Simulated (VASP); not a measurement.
A run of VASP 6.6.1 is set up as follows.

File INCAR:

```
PREC     = Accurate       # precision mode
ENCUT    = 500            # plane-wave cutoff, eV
EDIFF    = 1E-7           # SCF threshold, eV
ISMEAR   = -1             # smearing method
SIGMA    = 0.05           # smearing width, eV
LREAL    = False          # projectors in reciprocal space
LASPH    = True           # aspherical terms in the spheres
NELM     = 120            # most SCF steps
ALGO     = Normal         # electronic algorithm
ISIF     = 3              # what is computed and relaxed
LWAVE    = False          # write WAVECAR
LCHARG   = False          # write CHGCAR
GGA      = B5             # functional
ALDAX    = 1.0          
AGGAX    = 1.0          
AGGAC    = 1.0          
ALDAC    = 0.0          
IBRION   = 2              # ionic algorithm
NSW      = 60             # ionic steps
EDIFFG   = -0.01          # ionic threshold
GGA_COMPAT= False        
NELMIN   = 4
```

KPOINTS

```
regular mesh
0
Gamma
  11 11 11
```

Contents of POSCAR:

```
Ta
1.0
   -1.6512800000      1.6512800000      1.6512800000
    1.6512800000     -1.6512800000      1.6512800000
    1.6512800000      1.6512800000     -1.6512800000
Ta
1
Direct
    0.0000000000      0.0000000000      0.0000000000
```

Potentials or basis: VASP PAW PBE potentials, release 64 (Ta_sv_GW).

Run with:

```bash
$ cat potpaw_PBE.64/Ta_sv_GW/POTCAR > POTCAR
$ mpirun -np 1 vasp_std > vasp.out
```

What does it give for the relaxed volume?

18.76 Å³/atom.

What does it give for the relaxed cell?

a = 2.899 Å, b = 2.899 Å, c = 2.899 Å, α = 109.47°, β = 109.47°, γ = 109.47°.

What does it give for the space group after relaxing (to 0.05 Å)?

Im-3m (No. 229).

The path:
```csv
step,energy change (eV),largest force (eV/Å),pressure (GPa),volume (Å³)
1,0.0000,0.0000,8.44,18.01
2,0.0715,0.0000,-14.53,20.60
3,-0.0190,0.0000,-0.28,18.79
4,-0.0190,0.0000,-0.01,18.76
```

Caveat: the PAW data sets were made with another functional, which shifts forces and pressure a little. BLYP gives volumes clearly too large for solids.
